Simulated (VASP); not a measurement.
# Mg15F32 (a cell with a defect) in VASP: further runs, part 2 of 2

VASP 6.6.1. Earlier steps stand in the parts before.

### Step 3. Single point, PBE, collinear spin

INCAR reads:

```
  ALGO = Normal
  EDIFF = 1E-6
  ENCUT = 520
  GGA = PE
  GGA_COMPAT = False
  ISIF = 2
  ISMEAR = 0
  ISPIN = 2
  KPAR = 2
  LASPH = True
  LCHARG = False
  LORBIT = 11
  LREAL = Auto
  LWAVE = False
  MAGMOM = 0 0 0 0 0 0 0 0 0 0 0 0 0 0 0 0.167 0 0 0.167 0 0 0 0 0.167 0 0 0 0 0 0 0 0.167 0.167 0 0 0 0 0 0 0.167 0 0 0 0 0 0 0
  NBANDS = 160
  NCORE = 2
  NELECT = 255.0
  NELM = 200
  PREC = Accurate
  SIGMA = 0.01
```

KPOINTS reads:

```
Automatic mesh
0
Gamma
  2 2 2
  0.5 0.5 0.5
```

POSCAR reads:

```
Mg15F32
1.0
   -4.6975810614     -4.6975810614      6.1859837852
   -4.6975810614      4.6975810614     -6.1859837852
    4.6975810614     -4.6975810614     -6.1859837852
Mg F
15 32
Direct
    0.0000000000      0.1298027428      0.6298027428
    0.0000000000      0.8750000000      0.3750000000
    0.0000000000      0.6201972572      0.1201972572
    0.5000000000      0.3750000000      0.3750000000
    0.5000000000      0.1250000000      0.1250000000
    0.5000000000      0.8750000000      0.8750000000
    0.5000000000      0.6250000000      0.6250000000
    0.0000000000      0.4984146864      0.5032064062
    0.0000000000      0.2515853136      0.2467935938
    1.0000000000      1.0032064062     -0.0015853136
    1.0000000000      0.7467935938      0.7515853136
    0.5028220587      0.5017945842      0.0017945842
    0.4971779413      0.2482054158      0.7482054158
    0.4971779413      0.9989725255      0.4989725255
    0.5028220587      0.7510274745      0.2510274745
    0.7864312067      0.1288846805      0.6288846805
    0.8044399281      0.9019760878      0.4019760878
    0.8044399281      0.6524638403      0.1524638403
    0.7864312067      0.4075465262      0.9075465262
    0.3047420935      0.1520087313      0.1525565035
    0.3047420935      0.9027333623      0.9021855900
    0.3047420935      0.6525565035      0.6520087313
    0.3047420935      0.4021855900      0.4027333623
    0.0000000000      0.2176751908      0.0323248092
    0.0000000000      0.9698094411      0.7758708682
    0.0000000000      0.7246625427      0.5253374573
    0.0000000000      0.4741291318      0.2801905589
    0.4940124296      0.2207942993      0.5232181302
    0.5000000000      0.9747042414      0.2752957586
    0.5059875704      0.7267818698      0.0292057007
    0.5000000000      0.4747042414      0.7752957586
    0.2135687933      0.6211153195      0.1211153195
    0.2135687933      0.3424534738      0.8424534738
    0.1955600719      0.0975361597      0.5975361597
    0.1955600719      0.8480239122      0.3480239122
    0.6952579065      0.5979912687      0.5974434965
    0.6952579065      0.3478144100      0.3472666377
    0.6952579065      0.0974434965      0.0979912687
    0.6952579065      0.8472666377      0.8478144100
    0.0000000000      0.5323248092      0.7176751908
    0.0000000000      0.2758708682      0.4698094411
    0.0000000000      0.0253374573      0.2246625427
    0.0000000000      0.7801905589      0.9741291318
    0.5059875704      0.5292057007      0.2267818698
    0.5000000000      0.2752957586      0.9747042414
    0.4940124296      0.0232181302      0.7207942993
    0.5000000000      0.7752957586      0.4747042414
```

Potentials or basis: VASP PAW PBE potentials, release 64 (Mg, F).

Started as:

```console
cat potpaw_PBE.64/Mg/POTCAR potpaw_PBE.64/F/POTCAR > POTCAR
mpirun -np 4 vasp_std > vasp.out
```

OUTCAR:

```text
EDIFF = 1E-6
   ENCUT = 520
   GGA = PE
   ISIF = 2
   ISMEAR = 0
   ISPIN = 2
   LASPH = True
   LORBIT = 11
   LREAL = Auto
   NELECT = 255.0
   NELM = 200
   PREC = Accurate

 ion  position               nearest neighbor table
   1  0.000  0.130  0.630-  33 1.93  16 1.93  25 2.04  41 2.04  17 2.07  34 2.07   2 3.15   8 3.61
                            10 3.61
   2  0.000  0.875  0.375-  26 2.00  42 2.00  17 2.02  34 2.02  35 2.02  18 2.02   1 3.15   3 3.15
                            14 3.65  15 3.65  12 3.65  13 3.65
   3  0.000  0.620  0.120-  19 1.93  32 1.93  27 2.04  43 2.04  35 2.07  18 2.07   2 3.15   9 3.61
[... 1216 lines left out ...]
     -2.34879      2.34879     -4.58007         0.000000     -0.000000      0.008564
     -2.34879     -2.34879     -1.54650        -0.000000     -0.000000      0.000000
     -2.34879     -2.34879      1.54650        -0.000000     -0.000000      0.000000
     -2.34879     -2.34879     -7.73248         0.000000     -0.000000      0.000000
[... 39 lines left out ...]
      0.95626     -5.59758     -1.54650        -0.001234      0.004403      0.000000
     -3.76084     -0.93674     -4.63949        -0.003821      0.003821      0.000000
 -----------------------------------------------------------------------------------
    total drift:                               -0.000000      0.000000     -0.000000

  FREE ENERGIE OF THE ION-ELECTRON SYSTEM (eV)
  ---------------------------------------------------
  free  energy   TOTEN  =      -239.7148205634 eV

  energy  without entropy=     -239.7129857325  energy(sigma->0) =     -239.71390315

 total charge

# of ion       s       p       d       tot
------------------------------------------
    1        0.122   0.152   0.074   0.349
    2        0.122   0.151   0.073   0.346
    3        0.122   0.152   0.074   0.349
    4        0.120   0.148   0.071   0.340
    5        0.122   0.151   0.073   0.346
    6        0.120   0.148   0.071   0.340
[... 39 lines left out ...]
   46        1.730   4.423   0.000   6.154
   47        1.732   4.415   0.000   6.147
--------------------------------------------------
tot         57.255 143.420   1.093 201.767

 magnetization (x)

# of ion       s       p       d       tot
------------------------------------------
    1       -0.000  -0.000  -0.000  -0.001
    2       -0.000  -0.000  -0.000  -0.000
    3       -0.000  -0.000  -0.000  -0.001
    4       -0.000  -0.000  -0.000  -0.000
    5       -0.000  -0.000   0.000  -0.000
    6       -0.000  -0.000  -0.000  -0.000
[... 39 lines left out ...]
   46       -0.000   0.002   0.000   0.002
   47        0.000   0.026   0.000   0.026
--------------------------------------------------
tot          0.003   0.883  -0.001   0.885
```

OSZICAR:

```text
N       E                     dE             d eps       ncg     rms          rms(c)
DAV:   1     0.178102964199E+04    0.17810E+04   -0.14113E+05  1968   0.150E+03
DAV:   2    -0.152244761776E+03   -0.19333E+04   -0.19076E+04  2256   0.360E+02
DAV:   3    -0.259370648762E+03   -0.10713E+03   -0.10647E+03  2248   0.874E+01
[... 12 lines left out ...]
DAV:  16    -0.239714725301E+03   -0.92932E-03   -0.98860E-04  2088   0.144E-01    0.819E-02
DAV:  17    -0.239714825167E+03   -0.99866E-04   -0.27433E-04  2080   0.590E-02    0.692E-02
DAV:  18    -0.239714808141E+03    0.17026E-04   -0.48600E-05  2112   0.266E-02    0.361E-02
DAV:  19    -0.239714821268E+03   -0.13127E-04   -0.47590E-05  2008   0.232E-02    0.128E-02
DAV:  20    -0.239714820563E+03    0.70509E-06   -0.76506E-06  2008   0.109E-02
   1 F= -.23971482E+03 E0= -.23971390E+03  d E =-.183483E-02  mag=     1.0000
```

It took 9.3 min on 4 MPI ranks of Intel Xeon Platinum 8488C (Sapphire Rapids), shared host; peak memory 0.65 GiB.

Results:

* Free energy: -239.7148 eV
* Largest force: 0.035 eV/Å
* Net moment: 1.00 μB per cell
* Site moments: Mg -0.00; F +0.12, +0.00, +0.11, +0.03 μB
* Valence electrons inside the program's atomic spheres: Mg 0.35, 0.34; F 6.11, 6.15, 6.10

Forces in eV/Å, atoms in the order of the input:
```
Mg   0.000  0.000 -0.009
Mg   0.000  0.000  0.000
Mg   0.000  0.000  0.009
Mg   0.000  0.000  0.000
Mg   0.000  0.000  0.000
Mg   0.000  0.000  0.000
Mg   0.000  0.000  0.000
Mg   0.009 -0.009  0.012
Mg  -0.009  0.009 -0.012
Mg  -0.009  0.009  0.012
Mg   0.009 -0.009 -0.012
Mg  -0.002 -0.002 -0.008
Mg   0.002  0.002  0.008
Mg   0.002  0.002 -0.008
Mg  -0.002 -0.002  0.008
F    0.005  0.005  0.029
F    0.003  0.003  0.009
F    0.003  0.003 -0.009
F    0.005  0.005 -0.029
F    0.003  0.002  0.008
F    0.002  0.003 -0.008
F    0.002  0.003  0.008
F    0.003  0.002 -0.008
F    0.023 -0.023  0.000
F   -0.002  0.002  0.000
F   -0.025  0.025  0.000
F   -0.002  0.002  0.000
F    0.004 -0.001  0.000
F    0.004 -0.004  0.000
F    0.001 -0.004  0.000
F    0.004 -0.004  0.000
F   -0.005 -0.005 -0.029
F   -0.005 -0.005  0.029
F   -0.003 -0.003  0.009
F   -0.003 -0.003 -0.009
F   -0.003 -0.002 -0.008
F   -0.003 -0.002  0.008
F   -0.002 -0.003 -0.008
F   -0.002 -0.003  0.008
F   -0.023  0.023  0.000
F    0.002 -0.002  0.000
F    0.025 -0.025  0.000
F    0.002 -0.002  0.000
F   -0.004  0.001  0.000
F   -0.004  0.004  0.000
F   -0.001  0.004  0.000
F   -0.004  0.004  0.000
```

Caveat: the k points lie up to 0.47 Å⁻¹ apart; the cell carries a net charge on a neutralising background, which shifts energy and pressure.
